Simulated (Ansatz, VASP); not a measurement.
## RuAu in VASP and in Ansatz

```
Ru Au
1.0
     3.16887    0.00000    0.00000
     0.00000    3.16887    0.00000
     0.00000    0.00000    3.16887
Ru Au
1 1
Direct
  0.00000 0.00000 0.00000
  0.50000 0.50000 0.50000
```

Alike in both runs: task single point; functional PBE; k mesh 6 × 6 × 6; occupations gaussian, width 0.1 eV; collinear spin.

|  | VASP | Ansatz |
| --- | --- | --- |
| version | VASP 6.6.1 | Ansatz 0.2.0 |
| potentials or method | VASP PAW PBE potentials, release 64 (Ru_pv, Au), cutoff 520 eV | scalar-relativistic, plane waves, PAW |
| valence electrons in the cell | 25 | 35 |

Ansatz gave:

| Item | Value |
| --- | --- |
| gap on the k mesh at the Fermi level (eV) | none |
| pressure (GPa) | -0.2 |
| net moment per atom (μB) | 0.00 |

Task: Which values does VASP return?

Result: gap on the k mesh at the Fermi level (eV): none; pressure (GPa): -0.5; net moment per atom (μB): 0.00.

A gap of «none» marks a metal or a gap that the smearing closes. With one functional, cell and mesh, what is left measures potentials, basis and numerics. VASP's potentials hold 25 valence electrons a cell and Ansatz's 35, so a difference there can come from the potentials and not from the codes. Ansatz's warnings: seeded moment not kept.

Spin-orbit coupling is off throughout.
